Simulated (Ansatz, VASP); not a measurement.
## One calculation of Ba, two programs

```
CELL_PARAMETERS angstrom
3.80807 0.00000 0.00000
0.00000 3.80807 0.00000
0.00000 0.00000 3.80807
ATOMIC_POSITIONS crystal
Ba 0.00000 0.00000 0.00000
```

Alike in both runs: functional PBEsol; k mesh 8 × 8 × 8; occupations fermi-dirac, width 0.1 eV; no spin polarisation.

Ansatz relaxed the structure, and its values are those at the end. VASP's run is a single point on that final structure, the one shown.

|  | VASP | Ansatz |
| --- | --- | --- |
| version | VASP 6.6.1 | Ansatz 0.2.0 |
| potentials or method | VASP PAW PBE potentials, release 64 (Ba_sv), cutoff 520 eV | plane waves (420 eV) with PAW, scalar-relativistic |
| valence electrons in the cell | 10 | 10 |

Ansatz gave:

```
pressure (GPa) : 0.0
```

Question: What did VASP give for the same quantities?

Answer: Pressure (GPa): 0.2.

VASP's potentials were made for PBE, not for PBEsol, and Ansatz warns of the same on its side. The functional is the same, so the differences come from potentials, cutoffs and numerics.

Spin-orbit coupling is off throughout.
